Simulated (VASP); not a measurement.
# SiC (pbe) (R3m) in VASP: a series of runs, part 2 of 2

VASP 6.6.1.

## (4) Single point, PBE (strained cell)

The input, INCAR:

```
SYSTEM = SiC
PREC = Accurate
ENCUT = 600
EDIFF = 1E-6
ISMEAR = 0
SIGMA = 0.02
LREAL = .False.
LASPH = .True.
NELM = 120
ALGO = Normal
ISIF = 2
LWAVE = .False.
LCHARG = .True.
GGA = PE
LELF = .True.
LVHAR = .True.
NBANDS = 11
GGA_COMPAT = .False.
```

The input, KPOINTS:

```
regular mesh
0
Gamma
  9 9 9
  0 0 0
```

The input, POSCAR:

```
SiC
1.0
    0.0267638951      2.1837880477      2.1837880477
    2.1837880477      0.0267638951      2.1837880477
    2.1837880477      2.1837880477      0.0267638951
Si C
1 1
Direct
    0.0006169995      0.0006169995      0.0006169995
    0.2493830005      0.2493830005      0.2493830005
```

Potentials or basis: VASP PAW PBE potentials, release 64 (Si, C).

Launch:

```console
cat potpaw_PBE.64/Si/POTCAR potpaw_PBE.64/C/POTCAR > POTCAR
mpirun -np 1 vasp_std > vasp.out
```

OUTCAR:

```text
SYSTEM = SiC
   PREC = Accurate
   ENCUT = 600
   EDIFF = 1E-6
   ISMEAR = 0
   LREAL = .False.
   LASPH = .True.
   NELM = 120
   ISIF = 2
   GGA = PE

 ion  position               nearest neighbor table
   1  0.001  0.001  0.001-   2 1.88   2 1.88   2 1.88   2 1.89
   2  0.249  0.249  0.249-   1 1.88   1 1.88   1 1.88   1 1.89

  LATTYP: Found a trigonal (rhomboedric) cell.
 ALAT       =     3.0884586416
 COS(alpha) =     0.5122172519

  Lattice vectors:

 A1 = (   0.0267638951,   2.1837880477,   2.1837880477)
 A2 = (   2.1837880477,   0.0267638951,   2.1837880477)
 A3 = (   2.1837880477,   2.1837880477,   0.0267638951)

Analysis of symmetry for initial positions (statically):
=====================================================================
 Subroutine PRICEL returns:
 Original cell was already a primitive cell.

 Routine SETGRP: Setting up the symmetry group for a
 trigonal (rhombohedral) supercell.

 Subroutine GETGRP returns: Found  6 space group operations
 (whereof  6 operations were pure point group operations)
 out of a pool of 12 trial point group operations.

The static configuration has the point symmetry C_3v.

Analysis of symmetry for dynamics (positions and initial velocities):
=====================================================================
 Subroutine PRICEL returns:
 Original cell was already a primitive cell.

 Routine SETGRP: Setting up the symmetry group for a
 trigonal (rhombohedral) supercell.

 Subroutine GETGRP returns: Found  6 space group operations
 (whereof  6 operations were pure point group operations)
 out of a pool of 12 trial point group operations.

The dynamic configuration has the point symmetry C_3v.

 Subroutine INISYM returns: Found  6 space group operations
 (whereof  6 operations are pure point group operations),
 and found     1 'primitive' translations

----------------------------------------------------------------------------------------

                                     Primitive cell

  volume of cell :      20.4458

  direct lattice vectors                    reciprocal lattice vectors
     0.026763895  2.183788048  2.183788048    -0.233212627  0.230389043  0.230389043
     2.183788048  0.026763895  2.183788048     0.230389043 -0.233212627  0.230389043
     2.183788048  2.183788048  0.026763895     0.230389043  0.230389043 -0.233212627

  length of vectors
     3.088458642  3.088458642  3.088458642     0.400682358  0.400682358  0.400682358

  position of ions in fractional coordinates (direct lattice)
     0.000616999  0.000616999  0.000616999
     0.249383001  0.249383001  0.249383001

  ion indices of the primitive-cell ions
   primitive index   ion index
                 1           1
                 2           2

----------------------------------------------------------------------------------------

 KPOINTS: regular mesh

Automatic generation of k-mesh.
 Grid dimensions read from file:
 generate k-points for:    9    9    9

 Generating k-lattice:

  Cartesian coordinates                     Fractional coordinates (reciprocal lattice)
    -0.025912514  0.025598783  0.025598783     0.111111111 -0.000000000 -0.000000000
     0.025598783 -0.025912514  0.025598783    -0.000000000  0.111111111 -0.000000000
     0.025598783  0.025598783 -0.025912514    -0.000000000 -0.000000000  0.111111111

  Length of vectors
     0.044520262  0.044520262  0.044520262

  Shift w.r.t. Gamma in fractional coordinates (k-lattice)
[... 36 lines left out ...]
   total plane-waves  NPLWV =  21952
   dimension x,y,z NGX =    28 NGY =   28 NGZ =   28
   dimension x,y,z NGXF=    56 NGYF=   56 NGZF=   56
   ions per type =               1   1
   NGX,Y,Z   is equivalent  to a cutoff of  15.07, 15.07, 15.07 a.u.
   NGXF,Y,Z  is equivalent  to a cutoff of  30.14, 30.14, 30.14 a.u.
 SYSTEM =  SiC
   PREC   = accura    normal or accurate (medium, high low for compatibility)
   ISTART =      0    job   : 0-new  1-cont  2-samecut
   ICHARG =      2    charge: 1-file 2-atom 10-const
   ISPIN  =      1    spin polarized calculation?
   LNONCOLLINEAR =      F non collinear calculations
   LSORBIT =      F    spin-orbit coupling
   LASPH  =      T    aspherical Exc in radial PAW
   ENCUT  =  600.0 eV  44.10 Ry    6.64 a.u.   6.17  6.17  6.17*2*pi/ulx,y,z
   NELM   =    120;   NELMIN=  2; NELMDL= -5     # of ELM steps
   EDIFF  = 0.1E-05   stopping-criterion for ELM
   LREAL  =      F    real-space projection
   EDIFFG = 0.1E-04   stopping-criterion for IOM
   NSW    =      0    number of steps for IOM
   IBRION =     -1    ionic relax: 0-MD 1-quasi-New 2-CG
   NFREE  =      0    steps in history (QN), initial steepest desc. (CG)
   ISIF   =      2    stress and relaxation
   ISYM   =      2    0-nonsym 1-usesym 2-fastsym
   POTIM  = 0.5000    time-step for ionic-motion
   TEBEG  =    0.0;   TEEND  =   0.0 temperature during run
   PSTRESS=    0.0 pullay stress
   NELECT =       8.0000    total number of electrons
   NUPDOWN=      -1.0000    fix difference up-down
   EMIN   =  10.00;   EMAX   =-10.00  energy-range for DOS
   EFERMI =   0.00;   METHOD = LEGACY
   ISMEAR =     0;   SIGMA  =   0.02  broadening in eV -4-tet -1-fermi 0-gaus
   EFERMI_NEDOS =   21; number of points for ismear=-14 and -15
   IALGO  =     38    algorithm
   IMIX   =      4    mixing-type and parameters
     AMIX     =   0.40;   BMIX     =  1.00
     AMIX_MAG =   1.60;   BMIX_MAG =  1.00
  volume/ion in A,a.u.               =      10.22        68.99
  Fermi-wavevector in a.u.,A,eV,Ry     =   1.197394  2.262746 19.507373  1.433751
  Thomas-Fermi vector in A             =   2.333310
   LORBIT       =      0    0 simple, 1 ext, 2 COOP (PROOUT), +10 PAW based schemes
   GGA     = PE    functional components
   LHFCALC =     F    Hartree Fock is set to
   AEXX    =    0.0000 exact exchange contribution
   IVDW    =     0    specifies the selected vdW correction
   LEPSILON=     F    determine dielectric tensor
   LRPA    =     F    only Hartree local field effects (RPA)
 non-spin polarized calculation
 Gauss-broadening in eV      SIGMA  =   0.02
  energy-cutoff  :      600.00
  volume of cell :       20.45
 maximum number of plane-waves:       695
 NGX is ok and might be reduce to    28
   NGX = 13   NGY = 13   NGZ = 13

 number of electron       8.0000000 magnetization

 Free energy of the ion-electron system (eV)
  ---------------------------------------------------
  ext. energy  EPLUGINS =         0.00000000
  ---------------------------------------------------
  free energy    TOTEN  =       -15.04447216 eV

  energy without entropy =      -15.04447216  energy(sigma->0) =      -15.04447216

 E-fermi :   8.5093     XC(G=0): -11.4087

 val. band max:        8.3065677998   @ k =   0.0000   0.0000   0.0000
 cond. band min:       9.7268149312   @ k =   0.4444   0.4444   0.0000
 fundamental gap:      1.4202471314
 Fermi energy:         8.5093294030

 k-point     1 :       0.0000    0.0000    0.0000
  band No.  band energies     occupation
      1      -7.2563      2.00000
      2       8.1142      2.00000
      3       8.3066      2.00000
      4       8.3066      2.00000
      5      14.4853      0.00000
      6      15.5034      0.00000
      7      15.7675      0.00000
      8      15.7675      0.00000
      9      22.8205      0.00000
     10      22.8205      0.00000
     11      24.9055      0.00000
[... 309 lines left out ...]
 k-point    24 :       0.4444    0.4444    0.0000
  band No.  band energies     occupation
      1      -2.6523      2.00000
      2       0.9409      2.00000
      3       4.9926      2.00000
      4       5.2110      2.00000
      5       9.7268      0.00000
      6      12.7136      0.00000
      7      22.1021      0.00000
      8      22.1296      0.00000
      9      23.0137      0.00000
     10      28.0257      0.00000
     11      30.6304      0.00000

 [... further k-points ...]

------------------------ aborting loop because EDIFF is reached ----------------------------------------

  FORCE on cell =-STRESS in cart. coord.  units (eV):
  Direction    XX          YY          ZZ          XY          YZ          ZX
  --------------------------------------------------------------------------------------
  -------------------------------------------------------------------------------------
  Total        0.7486766      0.7486766      0.7486766     -0.3972285     -0.3972285     -0.3972285
  in kB       58.6679854     58.6679854     58.6679854    -31.1277179    -31.1277179    -31.1277179
  external PRESSURE =      58.6679854 kB  Pullay stress =       0.0000000 kB

 VOLUME and BASIS-vectors are now :
 -----------------------------------------------------------------------------
  energy-cutoff  :      600.00
  volume of cell :       20.45
      direct lattice vectors                 reciprocal lattice vectors
     0.026763895  2.183788048  2.183788048    -0.233212627  0.230389043  0.230389043
     2.183788048  0.026763895  2.183788048     0.230389043 -0.233212627  0.230389043
     2.183788048  2.183788048  0.026763895     0.230389043  0.230389043 -0.233212627

 POSITION                                       TOTAL-FORCE (eV/Angst)
 -----------------------------------------------------------------------------------
      0.00271      0.00271      0.00271        -0.000793     -0.000793     -0.000793
      1.09587      1.09587      1.09587         0.000793      0.000793      0.000793
 -----------------------------------------------------------------------------------
    total drift:                                0.000011      0.000011      0.000011

  FREE ENERGIE OF THE ION-ELECTRON SYSTEM (eV)
  ---------------------------------------------------
  free  energy   TOTEN  =       -15.0444721629 eV

  energy  without entropy=      -15.0444721629  energy(sigma->0) =      -15.04447216
```

Wall time 20 s (1 thread of Intel Xeon Platinum 8488C (Sapphire Rapids), shared host); peak memory 0.16 GiB.

Results:

```yaml
Free_energy: -15.0445 eV
Pressure: 5.9 GPa
Band_gap_on_the_k_mesh: 1.42 eV, indirect (least direct gap 4.52 eV)
```

Caveat: the cell differs from its parent crystal (strained cell). A k mesh can miss the band edges.

## (5) The runs side by side

| cell | gap on the mesh (eV) | pressure (GPa) |
| --- | --- | --- |
| a = 3.100 Å, angles 58.9°, 2 atoms | 1.40 | 4.6 |
| a = 3.055 Å, angles 59.9°, 2 atoms | 1.47 | 9.7 |
| a = 3.088 Å, angles 59.2°, 2 atoms | 1.42 | 5.9 |

Alike in all rows: task single point; level PBE; potentials or basis VASP PAW PBE potentials, release 64 (Si, C); no spin polarisation; k mesh 9 × 9 × 9; cutoff (eV) 600; smearing gaussian 0.02 eV.

Total energies depend on the potentials used, so only differences within one code and one set of settings carry meaning.
